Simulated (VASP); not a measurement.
A run of VASP 6.6.1 is set up as follows.

Contents of INCAR:

```
SYSTEM = AgCl
PREC = Accurate
ENCUT = 520
EDIFF = 1E-6
ISMEAR = 0
SIGMA = 0.05
LREAL = .FALSE.
LASPH = .TRUE.
NELM = 100
ALGO = Normal
ISIF = 2
LWAVE = .FALSE.
LCHARG = .FALSE.
GGA = CA
NBANDS = 16
```

Contents of KPOINTS:

```
regular mesh
0
G
  10 10 10
  0 0 0
```

POSCAR

```
AgCl
1.0
    0.0000000000      2.7350000000      2.7350000000
    2.7350000000      0.0000000000      2.7350000000
    2.7350000000      2.7350000000      0.0000000000
Ag Cl
1 1
Direct
    0.0000000000      0.0000000000      0.0000000000
    0.4937409138      0.5076460705      0.5101604041
```

Potentials or basis: VASP PAW LDA potentials, release 64 (Ag, Cl).

Launch:

```console
$ cat potpaw_LDA.64/Ag/POTCAR potpaw_LDA.64/Cl/POTCAR > POTCAR
$ mpirun -np 1 vasp_std > vasp.out
```

Task: Estimate the largest force.

Result: 0.049 eV/Å.

Task: Predict the pressure.

Result: -3.7 GPa.

Task: What does it give for the band gap on the k mesh?

Result: 0.64 eV, indirect (least direct gap 2.99 eV).

Stress tensor (GPa, compression positive):
```
-3.63 -0.01  0.00
-0.01 -3.75  0.00
 0.00  0.00 -3.76
```

A k mesh can miss the band edges.
